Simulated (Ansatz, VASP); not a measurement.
KOs4C4: VASP beside Ansatz

```
K Os C
1.0
     5.09148    0.00000    0.00000
    -2.54574    4.40936    0.00000
     0.00000    0.00000    7.01794
K Os C
1 4 4
Direct
  0.00000 0.00000 0.00000
  0.33333 0.66667 0.16065
  0.66667 0.33333 0.83935
  0.33333 0.66667 0.49358
  0.66667 0.33333 0.50642
  0.50000 0.00000 0.00000
  0.00000 0.50000 0.00000
  0.50000 0.50000 0.00000
  0.00000 0.00000 0.50000
```

Alike in both runs: functional PBE; k mesh 6 × 6 × 4; occupations gaussian, width 0.1 eV; no spin polarisation.

Ansatz relaxed the structure, and its values are those at the end. VASP's run is a single point on that final structure, the one shown.

```csv
,VASP,Ansatz
version,VASP 6.6.1,Ansatz 0.2.0
potentials or method,"VASP PAW PBE potentials, release 64 (K_sv, Os, C), cutoff 520 eV","scalar-relativistic, plane waves, PAW"
valence electrons in the cell,57,89
```

Ansatz gave:

```
gap on the k mesh at the Fermi level (eV) : none
pressure (GPa)                            : 0.0
rms of the force components (eV/Å)        : 0.011
```

Which values does VASP return?

gap on the k mesh at the Fermi level (eV): none; pressure (GPa): 0.8; rms of the force components (eV/Å): 0.159.

A gap of «none» marks a metal or a gap that the smearing closes. One of these differences is far larger than is usual between the two programs; its cause wasn't traced. VASP's potentials hold 57 valence electrons a cell and Ansatz's 89, so a difference there can come from the potentials and not from the codes.

Neither program's run includes spin-orbit coupling.
